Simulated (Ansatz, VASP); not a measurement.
**Two plane-wave programs on TaN**

```
CELL_PARAMETERS angstrom
5.62150 0.00000 0.00000
-2.81075 4.86836 0.00000
0.00000 0.00000 2.90359
ATOMIC_POSITIONS crystal
Ta 0.00000 0.00000 0.00000
Ta 0.33333 0.66667 0.50000
Ta 0.66667 0.33333 0.50000
N 0.50000 0.00000 0.00000
N 0.50000 0.50000 0.00000
N 0.00000 0.50000 0.00000
```

Change from the starting cell: strain +0.080 along x and y, +0.000 along z, atoms carried along.

Alike in both runs: task single point; functional PBEsol; k mesh 12 × 12 × 16; occupations gaussian, width 0.15 eV; no spin polarisation.

|  | VASP | Ansatz |
| --- | --- | --- |
| version | VASP 6.6.1 | Ansatz 0.2.0 |
| potentials or method | VASP PAW PBE potentials, release 64 (Ta_pv, N), cutoff 520 eV | scalar-relativistic, plane waves, PAW |
| valence electrons in the cell | 48 | 54 |

|  | VASP | Ansatz | Ansatz less VASP |
| --- | --- | --- | --- |
| gap on the k mesh at the Fermi level (eV) | none | none | - |
| pressure (GPa) | -30.3 | -30.7 | -0.43 |
| traceless stress, the component that is largest in VASP (GPa) | 8.80 | 8.71 | -0.089 |

VASP's potentials were made for PBE, not for PBEsol. A gap of «none» marks a metal or a gap that the smearing closes. Both programs put the cell under strong tension, so it lies far from rest at this level. VASP's potentials hold 48 valence electrons a cell and Ansatz's 54, so a difference there can come from the potentials and not from the codes.

Spin-orbit coupling is off throughout. Noted on VASP's run: the cell as given lies far from equilibrium.
